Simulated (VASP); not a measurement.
Ag, 7 atoms in the cell. The cell holds a slab with vacuum, 7 atoms: a = 2.930 Å, b = 2.930 Å, c = 29.370 Å, α = 90.00°, β = 90.00°, γ = 120.00°. 

- Program: VASP 6.6.1
- Task: single point
- Functional: PBE
- Potentials or basis: VASP PAW PBE potentials, release 64 (Ag)
- Cutoff: 520 eV
- k mesh: 10 × 10 × 1
- Occupations: fermi-dirac, width 0.05 eV
- Spin: no spin polarisation
- Dipole correction: yes
- Further INCAR settings: ALGO = Normal; EDIFF = 1e-06; NBANDS = 48

Potentials or basis: VASP PAW PBE potentials, release 64 (Ag).

Run with:

```sh
$ cat potpaw_PBE.64/Ag/POTCAR > POTCAR
$ mpirun -np 1 vasp_std > vasp.out
```

Hardware: 1 thread of Intel(R) Xeon(R) Platinum 8488C (Sapphire Rapids), with other jobs on the host.

Problem. Estimate the wall time of this run.

Solution. Run time: 2.8 min on 1 thread of Intel(R) Xeon(R) Platinum 8488C (Sapphire Rapids) (shared host), peak memory 0.38 GiB. Counts: scf iterations 25, k points 14.
